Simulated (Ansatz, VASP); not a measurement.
One calculation of C, two programs

Contents of POSCAR:

```
C
1.0
    3.5602834153      0.0000000000      0.0000000000
    0.0000000000     -3.5602834153      0.0000000000
    0.0000000000      0.0000000000     -3.5602834153
C
8
Direct
    0.4870268695      0.0129731305      0.0129731305
    0.0000000000      0.5000000000      0.0000000000
    0.0000000000      0.0000000000      0.5000000000
    0.5000000000      0.5000000000      0.5000000000
    0.7500000000      0.7500000000      0.7500000000
    0.2500000000      0.2500000000      0.7500000000
    0.2500000000      0.7500000000      0.2500000000
    0.7500000000      0.2500000000      0.2500000000
```

File INCAR.step1:

```
  PREC = Accurate
  ENCUT = 520
  ISMEAR = 0
  SIGMA = 0.05
  LREAL = F
  LASPH = T
  NELM = 60
  NBANDS = 26
  GGA = PE
  ALGO = Normal
  EDIFF = 1E-4
  LWAVE = T
  LCHARG = F
```

The input INCAR.step2:

```
  PREC = Accurate
  ENCUT = 520
  EDIFF = 1E-6
  ISMEAR = 0
  SIGMA = 0.05
  LREAL = F
  LASPH = T
  NELM = 60
  ALGO = Normal
  ISIF = 2
  LWAVE = F
  LCHARG = F
  METAGGA = R2SCAN
  LMIXTAU = T
  NBANDS = 26
  ISTART = 1
```

File KPOINTS:

```
Automatic mesh
0
Gamma
  6 6 6
```

Input for Ansatz:

```yaml
crystal:
  lattice:
    - [3.5602834153, 0.0, 0.0]
    - [0.0, -3.5602834153, 0.0]
    - [0.0, 0.0, -3.5602834153]
  atoms:
    - { symbol: C, position: [0.4870268695, 0.0129731305, 0.0129731305] }
    - { symbol: C, position: [0.0, 0.5, 0.0] }
    - { symbol: C, position: [0.0, 0.0, 0.5] }
    - { symbol: C, position: [0.5, 0.5, 0.5] }
    - { symbol: C, position: [0.75, 0.75, 0.75] }
    - { symbol: C, position: [0.25, 0.25, 0.75] }
    - { symbol: C, position: [0.25, 0.75, 0.25] }
    - { symbol: C, position: [0.75, 0.25, 0.25] }
basis:
  ecutwfc: 500
kpoints:
  mp_grid: { grid: [6, 6, 6] }
hamiltonian:
  xc: r2scan
scf:
  occupations: { method: gaussian, width: 0.05 }
output:
  forces: true
  stress: true
  eigenvalues: true
```

Alike in both runs: task single point; functional r2SCAN; k mesh 6 × 6 × 6; occupations gaussian, width 0.05 eV; no spin polarisation.

```csv
,VASP,Ansatz
version,VASP 6.6.1,Ansatz 0.2.0
potentials or method,"VASP PAW PBE potentials, release 64 (C), cutoff 520 eV","scalar-relativistic, plane waves, PAW"
valence electrons in the cell,32,32
```

|  | VASP | Ansatz | Ansatz less VASP |
| --- | --- | --- | --- |
| gap on the k mesh at the Fermi level (eV) | 3.94 | 3.97 | +0.029 |
| least direct gap on the mesh (eV) | 4.09 | 4.12 | +0.025 |
| pressure (GPa) | 1.7 | 0.6 | -1.10 |
| traceless stress, the component that is largest in VASP (GPa) | -0.07 | -0.02 | +0.052 |
| rms of the force components (eV/Å) | 0.773 | 0.770 | -0.0029 |

VASP's potentials were made for PBE, not for r2SCAN. Atom by atom the forces differ by 0.005 eV/Å (rms over components).
